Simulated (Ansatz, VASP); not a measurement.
**Two plane-wave programs on Si**

```
Si
1.0
     0.00000    2.70097    2.70097
     2.70097    0.00000    2.70097
     2.70097    2.70097    0.00000
Si
2
Direct
  0.87500 0.87500 0.87500
  0.12500 0.12500 0.12500
```

Alike in both runs: functional LDA; k mesh 11 × 11 × 11; occupations fermi-dirac, width 0.02 eV; no spin polarisation.

Ansatz relaxed the structure, and its values are those at the end. VASP's run is a single point on that final structure, the one shown.

|  | VASP | Ansatz |
| --- | --- | --- |
| version | VASP 6.6.1 | Ansatz 0.2.0 |
| potentials or method | VASP PAW LDA potentials, release 64 (Si) | PAW with Ansatz's default frozen-core files, scalar-relativistic |
| plane-wave cutoff (eV) | 520 | 420 |
| valence electrons in the cell | 8 | 8 |

|  | VASP | Ansatz | Ansatz less VASP |
| --- | --- | --- | --- |
| pressure (GPa) | 0.0 | 0.0 | -0.04 |

LDA's correlation is that of Perdew and Zunger in VASP and of Perdew and Wang (1992) in Ansatz.
